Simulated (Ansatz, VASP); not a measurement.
## PbS in VASP and in Ansatz

The input POSCAR:

```
PbS
1.0
    2.0627000000      1.1909004002      3.0367666667
   -2.0627000000      1.1909004002      3.0367666667
    0.0000000000     -2.3818008005      3.0367666667
Pb S
1 1
Direct
    0.9781509158      0.9781509158      0.9781509158
    0.4774504142      0.4774504142      0.4774504142
```

The input INCAR.step1:

```
SYSTEM = PbS
ALGO     = Normal         ! electronic algorithm
EDIFF    = 1E-4           ! SCF threshold, eV
ENCUT    = 520            ! plane-wave cutoff, eV
GGA      = PE             ! functional
ISMEAR   = 0              ! smearing method
LASPH    = .TRUE.         ! aspherical terms in the spheres
LCHARG   = .FALSE.        ! write CHGCAR
LREAL    = .FALSE.        ! projectors in reciprocal space
LWAVE    = .TRUE.         ! write WAVECAR
NBANDS   = 17             ! bands
NELM     = 80             ! most SCF steps
PREC     = Accurate       ! precision mode
SIGMA    = 0.05           ! smearing width, eV
```

File INCAR.step2:

```
SYSTEM = PbS
ALGO     = Normal         ! electronic algorithm
EDIFF    = 1E-7           ! SCF threshold, eV
ENCUT    = 520            ! plane-wave cutoff, eV
ISIF     = 2              ! what is computed and relaxed
ISMEAR   = 0              ! smearing method
ISTART   = 1            
LASPH    = .TRUE.         ! aspherical terms in the spheres
LCHARG   = .TRUE.         ! write CHGCAR
LELF     = .TRUE.         ! ELF
LMIXTAU  = .TRUE.       
LREAL    = .FALSE.        ! projectors in reciprocal space
LVHAR    = .TRUE.       
LWAVE    = .FALSE.        ! write WAVECAR
METAGGA  = R2SCAN         ! meta-GGA
NBANDS   = 17             ! bands
NELM     = 80             ! most SCF steps
PREC     = Accurate       ! precision mode
SIGMA    = 0.05           ! smearing width, eV
```

File KPOINTS:

```
k-points
0
G
  9 9 9
  0 0 0
```

Input for Ansatz:

```yaml
crystal:
  lattice:
    - [2.0627, 1.1909004002, 3.0367666667]
    - [-2.0627, 1.1909004002, 3.0367666667]
    - [0.0, -2.3818008005, 3.0367666667]
  atoms:
    - { symbol: Pb, position: [0.9781509158, 0.9781509158, 0.9781509158] }
    - { symbol: S, position: [0.4774504142, 0.4774504142, 0.4774504142] }
basis:
  ecutwfc: 500
kpoints:
  mp_grid: { grid: [9, 9, 9] }
hamiltonian:
  xc: r2scan
scf:
  occupations: { method: gaussian, width: 0.05 }
output:
  forces: true
  stress: true
  eigenvalues: true
```

Alike in both runs: task single point; functional r2SCAN; k mesh 9 × 9 × 9; occupations gaussian, width 0.05 eV; no spin polarisation.

|  | VASP | Ansatz |
| --- | --- | --- |
| version | VASP 6.6.1 | Ansatz 0.2.0 |
| potentials or method | VASP PAW PBE potentials, release 64 (Pb_d, S), cutoff 520 eV | scalar-relativistic, plane waves, PAW |
| valence electrons in the cell | 20 | 20 |

Ansatz gave:

- gap on the k mesh at the Fermi level (eV): none
- pressure (GPa): 14.1
- traceless stress, the component that is largest in VASP (GPa): 1.49
- rms of the force components (eV/Å): 0.009

Problem. Estimate VASP's values.

Solution. gap on the k mesh at the Fermi level (eV): none; pressure (GPa): 14.1; traceless stress, the component that is largest in VASP (GPa): 1.49; rms of the force components (eV/Å): 0.010.

VASP's potentials were made for PBE, not for r2SCAN. Atom by atom the forces differ by 0.000 eV/Å (rms over components). A gap of «none» marks a metal or a gap that the smearing closes.

Spin-orbit coupling is off throughout.
